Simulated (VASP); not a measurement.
A run of VASP 6.6.1 is set up as follows.

Contents of POSCAR:

```
AlN
1.0
    0.0000000000      2.1849006282      2.1849006282
    2.1849006282      0.0000000000      2.1849006282
    2.1849006282      2.1849006282      0.0000000000
Al N
1 1
Direct
    0.0000000000      0.0000000000      0.0000000000
    0.7070918701      0.7929081299      0.7929081299
```

Contents of INCAR.step1:

```
PREC     = Accurate       # precision mode
ENCUT    = 520            # plane-wave cutoff, eV
ISMEAR   = 0              # smearing method
SIGMA    = 0.05           # smearing width, eV
LREAL    = False          # projectors in reciprocal space
LASPH    = True           # aspherical terms in the spheres
NELM     = 80             # most SCF steps
NBANDS   = 11             # bands
GGA      = PE             # functional
ALGO     = Normal         # electronic algorithm
EDIFF    = 1E-4           # SCF threshold, eV
LWAVE    = True           # write WAVECAR
LCHARG   = False          # write CHGCAR
```

File INCAR.step2:

```
PREC     = Accurate       # precision mode
ENCUT    = 520            # plane-wave cutoff, eV
EDIFF    = 1E-7           # SCF threshold, eV
ISMEAR   = 0              # smearing method
SIGMA    = 0.05           # smearing width, eV
LREAL    = False          # projectors in reciprocal space
LASPH    = True           # aspherical terms in the spheres
NELM     = 80             # most SCF steps
ALGO     = Normal         # electronic algorithm
ISIF     = 2              # what is computed and relaxed
LWAVE    = False          # write WAVECAR
LCHARG   = True           # write CHGCAR
METAGGA  = R2SCAN         # meta-GGA
LMIXTAU  = True         
LELF     = True           # ELF
LVHAR    = True         
NBANDS   = 11             # bands
ISTART   = 1
```

Contents of KPOINTS:

```
Automatic mesh
0
Gamma
  10 10 10
```

Potentials or basis: VASP PAW PBE potentials, release 64 (Al, N).

Launch:

```console
$ cat potpaw_PBE.64/Al/POTCAR potpaw_PBE.64/N/POTCAR > POTCAR
$ cp INCAR.step1 INCAR
$ mpirun -np 1 vasp_std > vasp.out
$ cp INCAR.step2 INCAR
$ mpirun -np 1 vasp_std > vasp.out
```

(1) What does it give for the pressure?

(2) What does it give for the band gap on the k mesh?

(3) Estimate the largest force.

## Answers

(1) 4.1 GPa.

(2) 3.45 eV (least direct gap 4.34 eV).

(3) 2.734 eV/Å.

Caveat: the cell differs from its parent crystal (all N atoms moved +0.188 Å, as atom 2 along Cartesian [1 0 0]); the cell stands under pressure; the PAW data sets were made with another functional, which shifts forces and pressure a little.
